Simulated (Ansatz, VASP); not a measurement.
**Two plane-wave programs on AlCo3**

```xyz
4
Lattice="3.5749 0.0000 0.0000 0.0000 3.5749 0.0000 0.0000 0.0000 3.5749" Properties=species:S:1:pos:R:3 pbc="T T T"
Al    0.0000    0.0000    0.0000
Co    1.7875    1.7875    0.0000
Co    1.7875    0.0000    1.7875
Co    0.0000    1.7875    1.7875
```

Alike in both runs: task single point; functional PBEsol; k mesh 12 × 12 × 12; occupations tetrahedron; collinear spin.

|  | VASP | Ansatz |
| --- | --- | --- |
| version | VASP 6.6.1 | Ansatz 0.2.0 |
| potentials or method | VASP PAW PBE potentials, release 64 (Al, Co), cutoff 520 eV | scalar-relativistic, plane waves, PAW |
| valence electrons in the cell | 30 | 54 |

|  | VASP | Ansatz | Ansatz less VASP |
| --- | --- | --- | --- |
| gap on the k mesh at the Fermi level (eV) | none | none | - |
| pressure (GPa) | -7.7 | -7.5 | +0.26 |
| net moment per atom (μB) | 0.96 | 0.97 | +0.006 |
| size of the moment on the site where the two differ most (μB) | 1.32 | 1.35 | +0.028 |

VASP's potentials were made for PBE, not for PBEsol. Site moments also hang on the region over which each program counts them. A gap of «none» marks a metal or a gap that the smearing closes. VASP's potentials hold 30 valence electrons a cell and Ansatz's 54, so a difference there can come from the potentials and not from the codes. Ansatz's warnings: band table not solved further, stability check not made, tetrahedron derivatives may miss energy slope.
